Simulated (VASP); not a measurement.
# In9P7 (a cell with a defect) in VASP: relaxation of the atoms with PBE

Aim: the relaxation of the atoms of In9P7 (a cell with a defect) with PBE.

Program: VASP 6.6.1. These are calculated values, not measurements. Logs are shortened: lines on timing, memory, paths and dates and some standing lists are left out, and cuts for length are marked.

## 1. The cell of the first run

The cell holds a defect, 16 atoms: a = 8.428 Å, b = 8.428 Å, c = 8.428 Å, α = 60.00°, β = 60.00°, γ = 60.00°.

## 2. Relaxation of the atoms, PBE, collinear spin

INCAR

```
SYSTEM = In9P7
PREC = Accurate
ENCUT = 520
EDIFF = 1E-6
ISMEAR = 0
SIGMA = 0.02
LREAL = Auto
LASPH = .TRUE.
NELM = 150
ALGO = Normal
ISIF = 2
LWAVE = .FALSE.
LCHARG = .FALSE.
ISPIN = 2
MAGMOM = 0.2 0 0 0 0.2 0.2 0.2 0 0.2 0 0 0 0 0 0 0
LORBIT = 11
GGA = PE
IBRION = 2
NSW = 65
EDIFFG = -0.025
NELECT = 153.0
```

KPOINTS

```
regular mesh
0
G
  1 1 1
  0 0 0
```

POSCAR

```
In9P7
1.0
    0.0000000000      5.9597880294     -5.9597880294
    5.9597880294      5.9597880294      0.0000000000
    5.9597880294      0.0000000000     -5.9597880294
In P
9 7
Direct
    0.5315615246      0.5315615246     -0.0946845739
    0.5052930967     -0.0017643656     -0.0017643656
    0.9982356344      0.5052930967     -0.0017643656
    0.9982356344     -0.0017643656     -0.0017643656
    0.5315615246      0.5315615246      0.5315615246
    0.5315615246     -0.0946845739      0.5315615246
    0.9053154261      0.5315615246      0.5315615246
    0.9982356344     -0.0017643656      0.5052930967
    0.3750000000      0.3750000000      0.3750000000
    0.3624939378      0.8875060622      0.3624939378
    0.8875060622      0.3624939378      0.3624939378
    0.8875060622      0.8875060622      0.3624939378
    0.3624939378      0.3624939378      0.8875060622
    0.3624939378      0.8875060622      0.8875060622
    0.8875060622      0.3624939378      0.8875060622
    0.8750000000      0.8750000000      0.8750000000
```

Potentials or basis: VASP PAW PBE potentials, release 64 (In_d, P).

The run is started by

```console
cat potpaw_PBE.64/In_d/POTCAR potpaw_PBE.64/P/POTCAR > POTCAR
mpirun -np 1 vasp_gam > vasp.out
```

OUTCAR:

```text
SYSTEM = In9P7
   PREC = Accurate
   ENCUT = 520
   EDIFF = 1E-6
   ISMEAR = 0
   LREAL = Auto
   LASPH = .TRUE.
   NELM = 150
   ISIF = 2
   ISPIN = 2
   LORBIT = 11
   GGA = PE
   IBRION = 2
   NSW = 65
   EDIFFG = -0.025
   NELECT = 153.0

 ion  position               nearest neighbor table
   1  0.532  0.532  0.905-  13 2.56  14 2.56  15 2.56   5 3.15   6 3.15   7 3.15   9 3.23
   2  0.505  0.998  0.998-  14 2.51  13 2.51  10 2.51  16 2.54
   3  0.998  0.505  0.998-  15 2.51  13 2.51  11 2.51  16 2.54
   4  0.998  0.998  0.998-  12 2.51  14 2.51  15 2.51  16 2.54
   5  0.532  0.532  0.532-  11 2.56  13 2.56  10 2.56   1 3.15   6 3.15   7 3.15   9 3.23
   6  0.532  0.905  0.532-  10 2.56  12 2.56  14 2.56   1 3.15   5 3.15   7 3.15   9 3.23
   7  0.905  0.532  0.532-  11 2.56  12 2.56  15 2.56   1 3.15   5 3.15   6 3.15   9 3.23
   8  0.998  0.998  0.505-  12 2.51  11 2.51  10 2.51  16 2.54
   9  0.375  0.375  0.375-   5 3.23   1 3.23   6 3.23   7 3.23
  10  0.362  0.888  0.362-   2 2.51   8 2.51   6 2.56   5 2.56
  11  0.888  0.362  0.362-   3 2.51   8 2.51   7 2.56   5 2.56
  12  0.888  0.888  0.362-   8 2.51   4 2.51   7 2.56   6 2.56
  13  0.362  0.362  0.888-   2 2.51   3 2.51   1 2.56   5 2.56
  14  0.362  0.888  0.888-   2 2.51   4 2.51   1 2.56   6 2.56
  15  0.888  0.362  0.888-   3 2.51   4 2.51   1 2.56   7 2.56
  16  0.875  0.875  0.875-   4 2.54   3 2.54   2 2.54   8 2.54

  LATTYP: Found a face centered cubic cell.
 ALAT       =    11.9195760588

  Lattice vectors:

 A1 = (   0.0000000000,   5.9597880294,  -5.9597880294)
 A2 = (   5.9597880294,   5.9597880294,   0.0000000000)
 A3 = (   5.9597880294,   0.0000000000,  -5.9597880294)

Analysis of symmetry for initial positions (statically):
=====================================================================
 Subroutine PRICEL returns:
 Original cell was already a primitive cell.

 Routine SETGRP: Setting up the symmetry group for a
 face centered cubic supercell.

 Subroutine GETGRP returns: Found 24 space group operations
 (whereof  6 operations were pure point group operations)
 out of a pool of 48 trial point group operations.

The static configuration has the point symmetry C_3v.
 The point group associated with its full space group is T_d .

Analysis of symmetry for dynamics (positions and initial velocities):
=====================================================================
 Subroutine PRICEL returns:
 Original cell was already a primitive cell.

 Routine SETGRP: Setting up the symmetry group for a
 face centered cubic supercell.

 Subroutine GETGRP returns: Found 24 space group operations
 (whereof  6 operations were pure point group operations)
 out of a pool of 48 trial point group operations.

The dynamic configuration has the point symmetry C_3v.
 The point group associated with its full space group is T_d .

Analysis of structural, dynamic, and magnetic symmetry:
=====================================================================
 Subroutine PRICEL returns:
 Original cell was already a primitive cell.

 Routine SETGRP: Setting up the symmetry group for a
 face centered cubic supercell.

 Subroutine GETGRP returns: Found 24 space group operations
 (whereof  6 operations were pure point group operations)
 out of a pool of 48 trial point group operations.

The overall configuration has the point symmetry C_3v.
 The point group associated with its full space group is T_d .

 Subroutine INISYM returns: Found 24 space group operations
 (whereof  6 operations are pure point group operations),
 and found     1 'primitive' translations

----------------------------------------------------------------------------------------

                                     Primitive cell

  volume of cell :     423.3723

  direct lattice vectors                    reciprocal lattice vectors
     0.000000000  5.959788029 -5.959788029    -0.083895601  0.083895601 -0.083895601
     5.959788029  5.959788029  0.000000000     0.083895601  0.083895601  0.083895601
     5.959788029  0.000000000 -5.959788029     0.083895601 -0.083895601 -0.083895601

  length of vectors
     8.428413060  8.428413060  8.428413060     0.145311444  0.145311444  0.145311444

  position of ions in fractional coordinates (direct lattice)
[... 72 lines left out ...]
   NGXF,Y,Z  is equivalent  to a cutoff of  25.25, 25.25, 25.25 a.u.
 SYSTEM =  In9P7
   PREC   = accura    normal or accurate (medium, high low for compatibility)
   ISTART =      0    job   : 0-new  1-cont  2-samecut
   ICHARG =      2    charge: 1-file 2-atom 10-const
   ISPIN  =      2    spin polarized calculation?
   LNONCOLLINEAR =      F non collinear calculations
   LSORBIT =      F    spin-orbit coupling
   LASPH  =      T    aspherical Exc in radial PAW
   ENCUT  =  520.0 eV  38.22 Ry    6.18 a.u.  15.67 15.67 15.67*2*pi/ulx,y,z
   NELM   =    150;   NELMIN=  2; NELMDL= -5     # of ELM steps
   EDIFF  = 0.1E-05   stopping-criterion for ELM
   LREAL  =      T    real-space projection
   EDIFFG = -.3E-01   stopping-criterion for IOM
   NSW    =     65    number of steps for IOM
   IBRION =      2    ionic relax: 0-MD 1-quasi-New 2-CG
   NFREE  =      1    steps in history (QN), initial steepest desc. (CG)
   ISIF   =      2    stress and relaxation
   ISYM   =      2    0-nonsym 1-usesym 2-fastsym
   POTIM  = 0.5000    time-step for ionic-motion
   TEBEG  =    0.0;   TEEND  =   0.0 temperature during run
   PSTRESS=    0.0 pullay stress
   NELECT =     153.0000    total number of electrons
   NUPDOWN=      -1.0000    fix difference up-down
   EMIN   =  10.00;   EMAX   =-10.00  energy-range for DOS
   EFERMI =   0.00;   METHOD = LEGACY
   ISMEAR =     0;   SIGMA  =   0.02  broadening in eV -4-tet -1-fermi 0-gaus
   EFERMI_NEDOS =   21; number of points for ismear=-14 and -15
   IALGO  =     38    algorithm
   IMIX   =      4    mixing-type and parameters
     AMIX     =   0.40;   BMIX     =  1.00
     AMIX_MAG =   1.60;   BMIX_MAG =  1.00
  volume/ion in A,a.u.               =      26.46       178.57
  Fermi-wavevector in a.u.,A,eV,Ry     =   1.166088  2.203586 18.500661  1.359760
  Thomas-Fermi vector in A             =   2.302605
   LORBIT       =     11    0 simple, 1 ext, 2 COOP (PROOUT), +10 PAW based schemes
   GGA     = PE    functional components
   LHFCALC =     F    Hartree Fock is set to
   AEXX    =    0.0000 exact exchange contribution
   IVDW    =     0    specifies the selected vdW correction
   LEPSILON=     F    determine dielectric tensor
   LRPA    =     F    only Hartree local field effects (RPA)
 conjugate gradient relaxation of ions
 spin polarized calculation
 Gauss-broadening in eV      SIGMA  =   0.02
  energy-cutoff  :      520.00
  volume of cell :      423.37
 maximum number of plane-waves:      5764
 NGX is ok and might be reduce to    64
   NGX = 31   NGY = 31   NGZ = 31

--------------------------------------- Ionic step        1  -------------------------------------------

 number of electron     153.0000007 magnetization       3.0000665

 Free energy of the ion-electron system (eV)
  ---------------------------------------------------
  ext. energy  EPLUGINS =         0.00000000
  ---------------------------------------------------
  free energy    TOTEN  =       -44.71221958 eV

  energy without entropy =      -44.69838234  energy(sigma->0) =      -44.70530096

------------------------ aborting loop because EDIFF is reached ----------------------------------------

  FORCE on cell =-STRESS in cart. coord.  units (eV):
  Direction    XX          YY          ZZ          XY          YZ          ZX
  --------------------------------------------------------------------------------------
  -------------------------------------------------------------------------------------
  Total       34.7184112     34.7184112     34.7184112      0.0000000      0.0000000     -0.0000000
  in kB      131.3856664    131.3856664    131.3856664      0.0000000      0.0000000     -0.0000000
  external PRESSURE =     131.3856664 kB  Pullay stress =       0.0000000 kB
[... 237 lines left out ...]
--------------------------------------- Ionic step        6  -------------------------------------------

 number of electron     153.0000017 magnetization       3.0000000

 Free energy of the ion-electron system (eV)
  ---------------------------------------------------
  ext. energy  EPLUGINS =         0.00000000
  ---------------------------------------------------
  free energy    TOTEN  =       -44.75884430 eV

  energy without entropy =      -44.74793473  energy(sigma->0) =      -44.75338951

 E-fermi :   6.0254     XC(G=0):  -9.1373

 val. band max:        6.0057689982   @ k =   0.0000   0.0000   0.0000
 cond. band min:       6.0350960403   @ k =   0.0000   0.0000   0.0000
 fundamental gap:      0.0293270421
 Fermi energy:         6.0254213184

 spin component 1

 k-point     1 :       0.0000    0.0000    0.0000
  band No.  band energies     occupation
      1     -10.3954      1.00000
      2     -10.3954      1.00000
      3     -10.3954      1.00000
      4     -10.3719      1.00000
      5     -10.3719      1.00000
      6      -9.3320      1.00000
[... 80 lines left out ...]
     87       7.1911      0.00000
     88       7.7396      0.00000
 Fermi energy:         6.0254213184

 spin component 2

 k-point     1 :       0.0000    0.0000    0.0000
  band No.  band energies     occupation
      1     -10.3681      1.00000
      2     -10.3681      1.00000
      3     -10.3681      1.00000
      4     -10.3560      1.00000
      5     -10.3560      1.00000
      6      -9.2776      1.00000
[... 80 lines left out ...]
     87       7.3428      0.00000
     88       7.9287      0.00000
 [bands above 88 left out]

------------------------ aborting loop because EDIFF is reached ----------------------------------------

  FORCE on cell =-STRESS in cart. coord.  units (eV):
  Direction    XX          YY          ZZ          XY          YZ          ZX
  --------------------------------------------------------------------------------------
  -------------------------------------------------------------------------------------
  Total       33.7673415     33.7673415     33.7673415      0.0000000     -0.0000000     -0.0000000
  in kB      127.7865119    127.7865119    127.7865119      0.0000000     -0.0000000     -0.0000000
  external PRESSURE =     127.7865119 kB  Pullay stress =       0.0000000 kB
[... 31 lines left out ...]
  FREE ENERGIE OF THE ION-ELECTRON SYSTEM (eV)
  ---------------------------------------------------
  free  energy   TOTEN  =       -44.7588442996 eV

  energy  without entropy=      -44.7479347265  energy(sigma->0) =      -44.75338951

 reached required accuracy - stopping structural energy minimisation

 total charge

# of ion       s       p       d       tot
------------------------------------------
    1        0.870   0.733   9.888  11.491
    2        0.806   0.828   9.920  11.554
    3        0.806   0.828   9.920  11.554
    4        0.806   0.828   9.920  11.554
    5        0.870   0.733   9.888  11.491
    6        0.870   0.733   9.888  11.491
[... 8 lines left out ...]
   15        1.046   1.541   0.000   2.588
   16        0.968   1.620   0.000   2.588
--------------------------------------------------
tot         14.962  17.452  89.076 121.489

 magnetization (x)

# of ion       s       p       d       tot
------------------------------------------
    1        0.096   0.003   0.008   0.107
    2        0.045   0.026   0.007   0.078
    3        0.045   0.026   0.007   0.078
    4        0.045   0.026   0.007   0.078
    5        0.096   0.003   0.008   0.107
    6        0.096   0.003   0.008   0.107
[... 8 lines left out ...]
   15        0.049   0.068   0.000   0.117
   16        0.032  -0.005   0.000   0.027
--------------------------------------------------
tot          0.884   0.589   0.072   1.545
```

Run time: 13 min. Hardware: 1 thread of Intel Xeon Platinum 8375C at 2.90GHz (Ice Lake), shared host; peak memory 0.77 GiB.

What came out:

* Free energy: -44.7588 eV
* Energy gained by relaxing: 2.9 meV/atom
* Ionic steps: 6
* Largest force after relaxing: 0.009 eV/Å
* Net moment: 3.00 μB per cell
* Site moments: In +0.11, +0.08, +0.07 (each value once); P +0.12, +0.03 (each value once) μB
* Valence electrons inside the program's atomic spheres: In 11.49, 11.55, 11.20 (each value once); P 2.59

Forces on the atoms (eV/Å):
```
In   0.002 -0.002 -0.002
In   0.002 -0.002  0.002
In  -0.002 -0.002 -0.002
In   0.002  0.002 -0.002
In  -0.002 -0.002  0.002
In   0.002  0.002  0.002
In  -0.002  0.002 -0.002
In  -0.002  0.002  0.002
In   0.000  0.000  0.000
P    0.000  0.000 -0.009
P    0.009  0.000  0.000
P    0.000 -0.009  0.000
P    0.000  0.009  0.000
P   -0.009  0.000  0.000
P    0.000  0.000  0.009
P    0.000  0.000  0.000
```

The path:
```
step  energy change (eV)  largest force (eV/Å)  pressure (GPa)
   1              0.0000                0.3553           13.14
   2             -0.0314                0.1832           13.01
   3             -0.0445                0.0868           12.85
   4             -0.0445                0.0854           12.84
   5             -0.0459                0.0485           12.82
   6             -0.0466                0.0089           12.78
```

Final structure:
```
In P
1.0
     0.00000    5.95979   -5.95979
     5.95979    5.95979    0.00000
     5.95979    0.00000   -5.95979
In P
9 7
Cartesian
  8.5771 6.3223 -8.5771
  11.9071 8.9521 -8.9521
  8.9521 8.9521 -11.9071
  11.9071 11.9071 -11.9071
  6.3223 6.3223 -6.3223
  8.5771 8.5771 -6.3223
  6.3223 8.5771 -8.5771
  8.9521 11.9071 -8.9521
  4.4698 4.4698 -4.4698
  7.4497 7.4497 -4.2844
  4.2844 7.4497 -7.4497
  7.4497 10.6150 -7.4497
  7.4497 4.2844 -7.4497
  10.6150 7.4497 -7.4497
  7.4497 7.4497 -10.6150
  10.4296 10.4296 -10.4296
```

Caveat: the k points lie up to 0.91 Å⁻¹ apart; the cell carries a net charge on a neutralising background, which shifts energy and pressure; the cell is charged against a uniform background, so pressure and absolute levels hang on convention; spin-orbit coupling is left out, which moves the levels of the heavy elements.
